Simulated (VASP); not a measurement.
# Ni (Fm-3m) in VASP: single point with PBE

Aim: the single point of Ni with PBE.

All numbers are computed with VASP 6.6.1; they aren't measurements. Logs are shortened: lines on timing, memory, paths and dates and some standing lists are left out, and cuts for length are marked.

### Step 1. The cell of the first run

It takes space group Fm-3m (No. 225, cubic). The conventional cell has a = 3.533 Å, b = 3.533 Å, c = 3.533 Å, α = 90.00°, β = 90.00°, γ = 90.00°. Ni (site symmetry m-3m) has 12 Ni at 2.50 Å within 3.3 Å.

### Step 2. Single point, PBE

INCAR

```
ALGO     = Normal         # electronic algorithm
EDIFF    = 1E-7           # SCF threshold, eV
ENCUT    = 520            # plane-wave cutoff, eV
GGA      = PE             # functional
ISIF     = 2              # what is computed and relaxed
ISMEAR   = -1             # smearing method
ISYM     = 0            
LASPH    = True           # aspherical terms in the spheres
LCHARG   = False          # write CHGCAR
LREAL    = False          # projectors in reciprocal space
LWAVE    = False          # write WAVECAR
NBANDS   = 17             # bands
NELM     = 80             # most SCF steps
PREC     = Accurate       # precision mode
SIGMA    = 0.05           # smearing width, eV
```

KPOINTS

```
k-points
0
Gamma
  8 14 12
```

POSCAR

```
Ni
1.0
   -1.7666800000     -3.5333600000     -1.7666800000
   -1.7666800000      0.0000000000     -1.7666800000
    1.7666800000      0.0000000000     -1.7666800000
Ni
2
Direct
    0.0000000000      0.0000000000      0.0000000000
    0.5000000000      0.0000000000      0.5000000000
```

Potentials or basis: VASP PAW PBE potentials, release 64 (Ni).

The run is started by

```sh
$ cat potpaw_PBE.64/Ni/POTCAR > POTCAR
$ mpirun -np 1 vasp_std > vasp.out
```

OUTCAR:

```text
EDIFF = 1E-7
   ENCUT = 520
   GGA = PE
   ISIF = 2
   ISMEAR = -1
   ISYM = 0
   LASPH = True
   LREAL = False
   NELM = 80
   PREC = Accurate

 ion  position               nearest neighbor table
   1  0.000  0.000  0.000-   2 2.50   2 2.50   2 2.50   2 2.50   2 2.50   2 2.50   2 2.50   2 2.50

   2  0.500  0.000  0.500-   1 2.50   1 2.50   1 2.50   1 2.50   1 2.50   1 2.50   1 2.50   1 2.50

IMPORTANT INFORMATION: All symmetrisations will be switched off!
NOSYMM: (Re-)initialisation of all symmetry stuff for point group C_1.

----------------------------------------------------------------------------------------

                                     Primitive cell

  volume of cell :      22.0564

  direct lattice vectors                    reciprocal lattice vectors
    -1.766680000 -3.533360000 -1.766680000     0.000000000 -0.283016732  0.000000000
    -1.766680000  0.000000000 -1.766680000    -0.283016732  0.283016732 -0.283016732
     1.766680000  0.000000000 -1.766680000     0.283016732  0.000000000 -0.283016732

  length of vectors
     4.327464539  2.498462816  2.498462816     0.283016732  0.490199359  0.400246101

  position of ions in fractional coordinates (direct lattice)
     0.000000000  0.000000000  0.000000000
     0.500000000  0.000000000  0.500000000

  ion indices of the primitive-cell ions
   primitive index   ion index
                 1           1
                 2           2

----------------------------------------------------------------------------------------

 KPOINTS: k-points

Automatic generation of k-mesh.
 Grid dimensions read from file:
 generate k-points for:    8   14   12

 Generating k-lattice:

  Cartesian coordinates                     Fractional coordinates (reciprocal lattice)
     0.000000000 -0.035377091  0.000000000     0.125000000  0.000000000  0.000000000
    -0.020215481  0.020215481 -0.020215481     0.000000000  0.071428571  0.000000000
     0.023584728  0.000000000 -0.023584728     0.000000000  0.000000000  0.083333333

  Length of vectors
     0.035377091  0.035014240  0.033353842

  Shift w.r.t. Gamma in fractional coordinates (k-lattice)
     0.000000000  0.000000000  0.000000000

 -----------------------------------------------------------------------------
|                                                                             |
|           W    W    AA    RRRRR   N    N  II  N    N   GGGG   !!!           |
|           W    W   A  A   R    R  NN   N  II  NN   N  G    G  !!!           |
|           W    W  A    A  R    R  N N  N  II  N N  N  G       !!!           |
|           W WW W  AAAAAA  RRRRR   N  N N  II  N  N N  G  GGG   !            |
[... 68 lines left out ...]
   EDIFFG = 0.1E-05   stopping-criterion for IOM
   NSW    =      0    number of steps for IOM
   IBRION =     -1    ionic relax: 0-MD 1-quasi-New 2-CG
   NFREE  =      0    steps in history (QN), initial steepest desc. (CG)
   ISIF   =      2    stress and relaxation
   ISYM   =      0    0-nonsym 1-usesym 2-fastsym
   POTIM  = 0.5000    time-step for ionic-motion
   TEBEG  =    0.0;   TEEND  =   0.0 temperature during run
   PSTRESS=    0.0 pullay stress
   NELECT =      20.0000    total number of electrons
   NUPDOWN=      -1.0000    fix difference up-down
   EMIN   =  10.00;   EMAX   =-10.00  energy-range for DOS
   EFERMI =   0.00;   METHOD = LEGACY
   ISMEAR =    -1;   SIGMA  =   0.05  broadening in eV -4-tet -1-fermi 0-gaus
   EFERMI_NEDOS =   21; number of points for ismear=-14 and -15
   IALGO  =     38    algorithm
   IMIX   =      4    mixing-type and parameters
     AMIX     =   0.40;   BMIX     =  1.00
     AMIX_MAG =   1.60;   BMIX_MAG =  1.00
  volume/ion in A,a.u.               =      11.03        74.42
  Fermi-wavevector in a.u.,A,eV,Ry     =   1.584554  2.994372 34.161646  2.510810
  Thomas-Fermi vector in A             =   2.684154
   LORBIT       =      0    0 simple, 1 ext, 2 COOP (PROOUT), +10 PAW based schemes
   GGA     = PE    functional components
   LHFCALC =     F    Hartree Fock is set to
   AEXX    =    0.0000 exact exchange contribution
   IVDW    =     0    specifies the selected vdW correction
   LEPSILON=     F    determine dielectric tensor
   LRPA    =     F    only Hartree local field effects (RPA)
 non-spin polarized calculation
  energy-cutoff  :      520.00
  volume of cell :       22.06
 maximum number of plane-waves:       613
   NGX = 17   NGY =  9   NGZ =  9

 number of electron      19.9999988 magnetization

 Free energy of the ion-electron system (eV)
  ---------------------------------------------------
  ext. energy  EPLUGINS =         0.00000000
  ---------------------------------------------------
  free energy    TOTEN  =       -10.85293780 eV

  energy without entropy =      -10.79342644  energy(sigma->0) =      -10.82318212

 E-fermi :   8.9898     XC(G=0): -13.1742

 val. band max:        8.9886078653   @ k =   0.1250   0.5000   0.1667
 cond. band min:       8.9906481266   @ k =   0.2500   0.4286   0.3333
 fundamental gap:      0.0020402613
 Fermi energy:         8.9898166104

 k-point     1 :       0.0000    0.0000    0.0000
  band No.  band energies     occupation
      1       0.2517      2.00000
      2       4.8079      2.00000
      3       5.3880      2.00000
      4       7.1820      2.00000
      5       7.1828      2.00000
      6       7.1832      2.00000
[... 457 lines left out ...]
      4       6.8816      2.00000
      5       7.3866      2.00000
      6       7.4179      2.00000
[... 9 lines left out ...]
     16      28.5069      0.00000
     17      30.2448      0.00000

 [... further k-points ...]

------------------------ aborting loop because EDIFF is reached ----------------------------------------

  FORCE on cell =-STRESS in cart. coord.  units (eV):
  Direction    XX          YY          ZZ          XY          YZ          ZX
  --------------------------------------------------------------------------------------
  -------------------------------------------------------------------------------------
  Total       -0.4757781     -0.4837550     -0.4757785     -0.0008653     -0.0008656      0.0145281
  in kB      -34.5606105    -35.1400495    -34.5606330     -0.0628520     -0.0628789      1.0553233
  external PRESSURE =     -34.7537644 kB  Pullay stress =       0.0000000 kB

 VOLUME and BASIS-vectors are now :
 -----------------------------------------------------------------------------
  energy-cutoff  :      520.00
  volume of cell :       22.06
      direct lattice vectors                 reciprocal lattice vectors
    -1.766680000 -3.533360000 -1.766680000     0.000000000 -0.283016732  0.000000000
    -1.766680000  0.000000000 -1.766680000    -0.283016732  0.283016732 -0.283016732
     1.766680000  0.000000000 -1.766680000     0.283016732  0.000000000 -0.283016732

 POSITION                                       TOTAL-FORCE (eV/Angst)
 -----------------------------------------------------------------------------------
      0.00000      0.00000      0.00000         0.000000      0.000000     -0.000000
      0.00000     -1.76668     -1.76668        -0.000000     -0.000000      0.000000
 -----------------------------------------------------------------------------------
    total drift:                                0.000000     -0.000000      0.000000

  FREE ENERGIE OF THE ION-ELECTRON SYSTEM (eV)
  ---------------------------------------------------
  free  energy   TOTEN  =       -10.8529378018 eV

  energy  without entropy=      -10.7934264355  energy(sigma->0) =      -10.82318212
```

OSZICAR:

```text
N       E                     dE             d eps       ncg     rms          rms(c)
DAV:   1     0.877357490864E+02    0.87736E+02   -0.93464E+03 24304   0.166E+03
DAV:   2    -0.980059889591E+01   -0.97536E+02   -0.91863E+02 23054   0.253E+02
DAV:   3    -0.129020810395E+02   -0.31015E+01   -0.30218E+01 25680   0.597E+01
DAV:   4    -0.129420835297E+02   -0.40002E-01   -0.39979E-01 29215   0.571E+00
DAV:   5    -0.129429918546E+02   -0.90832E-03   -0.90827E-03 26727   0.771E-01    0.136E+01
DAV:   6    -0.115920116940E+02    0.13510E+01   -0.11174E+01 24256   0.713E+01    0.855E+00
DAV:   7    -0.108879006591E+02    0.70411E+00   -0.23809E+00 24399   0.298E+01    0.230E+00
DAV:   8    -0.108568289582E+02    0.31072E-01   -0.16664E-02 35064   0.206E+00    0.693E-01
DAV:   9    -0.108551636297E+02    0.16653E-02   -0.62050E-03 35017   0.180E+00    0.620E-01
DAV:  10    -0.108529704604E+02    0.21932E-02   -0.43899E-03 34192   0.155E+00    0.563E-02
DAV:  11    -0.108529361838E+02    0.34277E-04   -0.20029E-04 27840   0.141E-01    0.505E-02
DAV:  12    -0.108529386877E+02   -0.25039E-05   -0.18921E-05 34247   0.625E-02    0.154E-02
DAV:  13    -0.108529375526E+02    0.11351E-05   -0.17708E-06 27963   0.189E-02    0.380E-03
DAV:  14    -0.108529377352E+02   -0.18254E-06   -0.11115E-07 12575   0.610E-03    0.997E-04
DAV:  15    -0.108529378018E+02   -0.66663E-07   -0.23159E-08 12044   0.191E-03
   1 F= -.10852938E+02 E0= -.10823182E+02  d E =-.595114E-01
```

Run time: 3.4 min. Hardware: 1 thread of AMD EPYC 7R13 (Zen 3), shared host; peak memory 0.28 GiB.

What came out:

```yaml
Free_energy: -10.8529 eV
Pressure: -3.5 GPa
Band_gap_on_the_k_mesh: zero (band 10 reaches 9.16 eV, above the bottom of band 11 at 8.47 eV)
```

Caveat: the run has no spin polarisation, though such a crystal can be magnetic.
